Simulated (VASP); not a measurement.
The system is NaF.

```xyz
2
Lattice="0.0000 2.0924 2.0924 2.0924 0.0000 2.0924 2.0924 2.0924 0.0000" Properties=species:S:1:pos:R:3 pbc="T T T"
Na    0.0000    0.0000    0.0000
F     2.0924    2.0924    2.0924
```

| Item | Value |
| --- | --- |
| Program | VASP 6.6.1 |
| Task | relaxation of cell and atoms |
| Functional | PBE |
| Potentials or basis | VASP PAW PBE potentials, release 64 (Na_pv, F) |
| Cutoff | 600 eV |
| k mesh | 10 × 10 × 10 |
| Occupations | fermi-dirac, width 0.02 eV |
| Spin | no spin polarisation |

At the start: pressure 35.2 GPa; volume 9.16 Å³/atom.

Question: Where does the relaxation end?

Answer: Over 4 steps the energy falls by 299.5 meV/atom and the volume is 12.81 Å³/atom (+39.8 %); space group Fm-3m (No. 225, to 0.05 Å).

The path:
```tsv
step	energy change (eV)	largest force (eV/Å)	pressure (GPa)	volume (Å³)
1	0.0000	0.0000	35.18	18.32
2	-0.5845	0.0000	3.43	24.19
3	-0.5887	0.0000	-2.55	26.84
4	-0.5989	0.0000	0.06	25.62
```

Final structure:
```cif
data_structure
_symmetry_space_group_name_H-M 'P 1'
_symmetry_Int_Tables_number 1
_cell_length_a 3.3089
_cell_length_b 3.3089
_cell_length_c 3.3089
_cell_angle_alpha 60.000
_cell_angle_beta 60.000
_cell_angle_gamma 60.000
_cell_volume 25.62
loop_
_atom_site_label
_atom_site_type_symbol
_atom_site_fract_x
_atom_site_fract_y
_atom_site_fract_z
_atom_site_occupancy
Na1 Na 0.00000 0.00000 0.00000 1
F1 F 0.50000 0.50000 0.50000 1
```

Caveat: the volume moved by over 15 % at a fixed basis, so the end points are rough.
